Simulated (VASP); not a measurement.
A run of VASP 6.6.1 is set up as follows.

The input INCAR:

```
PREC = Accurate ; ENCUT = 520
EDIFF = 1E-6 ; ISMEAR = 0
SIGMA = 0.02 ; LREAL = F
LASPH = T ; NELM = 60
ALGO = Normal ; ISIF = 2
LWAVE = F ; LCHARG = F
GGA = PS ; NBANDS = 40
```

The input KPOINTS:

```
regular mesh
0
Gamma
  6 6 4
```

The input POSCAR:

```
Li5NbO5
1.0
    4.6794541830     -1.9438671651      0.0268492222
    4.6794541830      1.9438671651      0.0268492222
   -1.7765139395      0.0000000000      5.5292547126
Li Nb O
5 1 5
Direct
    0.7096065427      0.7096065427      0.3485665421
    0.6903740713      0.6903740713      0.8600206742
    0.0000000000      0.0000000000      0.5000000000
    0.3096259287      0.3096259287      0.1399793258
    0.2903934573      0.2903934573      0.6514334579
    0.0000000000      0.0000000000      0.0000000000
    0.8495201262      0.8495201262      0.1737789843
    0.8439469217      0.8439469217      0.6807069766
    0.5000000000      0.5000000000      0.0000000000
    0.1560530783      0.1560530783      0.3192930234
    0.1504798738      0.1504798738      0.8262210157
```

Potentials or basis: VASP PAW PBE potentials, release 64 (Li_sv, Nb_sv, O).

The run is started by

```bash
$ cat potpaw_PBE.64/Li_sv/POTCAR potpaw_PBE.64/Nb_sv/POTCAR potpaw_PBE.64/O/POTCAR > POTCAR
$ mpirun -np 1 vasp_std > vasp.out
```

Problem. What does it give for the largest force?

Solution. 0.038 eV/Å.

Problem. What does it give for the band gap on the k mesh?

Solution. 3.12 eV (least direct gap 3.13 eV).

Forces on the atoms (eV/Å):
```
Li  -0.025  0.000  0.004
Li  -0.016  0.000 -0.012
Li   0.000  0.000  0.000
Li   0.016  0.000  0.012
Li   0.025  0.000 -0.004
Nb   0.000  0.000  0.000
O    0.034  0.000 -0.015
O    0.016  0.000  0.022
O    0.000  0.000  0.000
O   -0.016  0.000 -0.022
O   -0.034  0.000  0.015
```

Caveat: the cell differs from its parent crystal (biaxial strain in the a-b plane: -3.0 %, then relaxed in part); the PAW data sets were made with another functional, which shifts forces and pressure a little. A k mesh can miss the band edges.
